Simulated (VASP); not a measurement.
Ga3Se, 4 atoms in the cell. Symmetry: R-3m, No. 166, trigonal system. The conventional cell has a = 3.687 Å, b = 3.687 Å, c = 20.675 Å, α = 90.00°, β = 90.00°, γ = 120.00°. Within 3.7 Å of Ga (site symmetry 3m) lie 3 Se at 2.72 Å and 9 Ga at 2.75 to 3.69 Å. Within 3.7 Å of Ga (site symmetry -3m) lie 12 Ga at 2.75 to 3.69 Å. Within 3.7 Å of Se (site symmetry -3m) lie 6 Ga at 2.72 Å and 6 Se at 3.69 Å. 

```yaml
Program: VASP 6.6.1
Task: single point
Functional: PBE
Potentials_or_basis: VASP PAW PBE potentials, release 64 (Ga_d, Se)
Cutoff: 520 eV
k_mesh: 12 × 12 × 12
Occupations: gaussian, width 0.1 eV
Spin: no spin polarisation
Dipole_correction: no
Further_INCAR_settings: ALGO = Normal; EDIFF = 1e-06; NBANDS = 30
```

Potentials or basis: VASP PAW PBE potentials, release 64 (Ga_d, Se).

Command:

```console
$ cat potpaw_PBE.64/Ga_d/POTCAR potpaw_PBE.64/Se/POTCAR > POTCAR
$ mpirun -np 1 vasp_std > vasp.out
```

Hardware: 1 thread of Intel(R) Xeon(R) 6975P-C (Granite Rapids), on a shared host.

Problem. Estimate the wall time of this run.

Solution. It took 12 min on 1 thread of Intel(R) Xeon(R) 6975P-C (Granite Rapids) (shared host), peak memory 0.64 GiB. Counts: scf iterations 13, k points 189.
